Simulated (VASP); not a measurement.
Runs of VASP 6.6.1 on Fe. The structure is that of space group Fd-3m (No. 227), or close to it. The cells are those of the table. 

| task | potentials or basis | cell | k mesh | cutoff (eV) | second run | gap on the mesh (eV) | pressure (GPa) |
| --- | --- | --- | --- | --- | --- | --- | --- |
| single point | VASP PAW LDA potentials, release 64 (Fe) | a = 3.363 Å, angles 60.0°, 2 atoms | 11 × 11 × 11 | 520 | - | none | -2.1 |
| single point | VASP PAW LDA potentials, release 64 (Fe) | a = 3.318 Å, angles 60.0°, 2 atoms | 13 × 13 × 13 | 520 | - | none | (a) |
| relaxation of cell and atoms | VASP PAW LDA potentials, release 64 (Fe) | relaxed from a = 3.556 Å, angles 60.0°, 2 atoms | 11 × 11 × 11 | 600 | - | none | 0.0 |
| single point | VASP PAW LDA potentials, release 64 (Fe_sv) | a = 3.363 Å, angles 60.0°, 2 atoms | 13 × 13 × 13 | 600 | valence_matched | none | -2.6 |
| single point | VASP PAW LDA potentials, release 64 (Fe_sv) | a = 3.271 Å, angles 60.0°, 2 atoms | 13 × 13 × 13 | 600 | valence_matched | none | 16.2 |
| single point | VASP PAW LDA potentials, release 64 (Fe) | a = 3.493 Å, angles 60.0°, 2 atoms | 13 × 13 × 13 | 520 | - | none | -17.6 |
| single point | VASP PAW LDA potentials, release 64 (Fe) | a = 3.363 Å, angles 60.0°, 2 atoms | 13 × 13 × 13 | 520 | - | none | -2.1 |
| single point | VASP PAW LDA potentials, release 64 (Fe) | a = 3.271 Å, angles 60.0°, 2 atoms | 13 × 13 × 13 | 520 | - | none | 15.3 |
| single point | VASP PAW LDA potentials, release 64 (Fe) | a = 3.451 Å, angles 60.0°, 2 atoms | 13 × 13 × 13 | 520 | - | none | -13.5 |
| single point | VASP PAW LDA potentials, release 64 (Fe_sv) | a = 3.363 Å, angles 60.0°, 2 atoms | 11 × 11 × 11 | 600 | valence_matched | none | -2.6 |
| single point | VASP PAW LDA potentials, release 64 (Fe) | a = 3.223 Å, angles 60.0°, 2 atoms | 13 × 13 × 13 | 520 | - | none | 27.2 |
| single point | VASP PAW LDA potentials, release 64 (Fe_sv) | a = 3.451 Å, angles 60.0°, 2 atoms | 13 × 13 × 13 | 600 | valence_matched | none | (b) |

Alike in all rows: level LDA; no spin polarisation; smearing fermi-dirac 0.1 eV.

Task: Estimate the missing entries.

Result: (a) 5.7; (b) -14.7.

Caveats: the run has no spin polarisation, though such a crystal can be magnetic.

A gap of «none» marks levels without a gap at the run's occupations.

The runs don't all hold the same shells in valence.
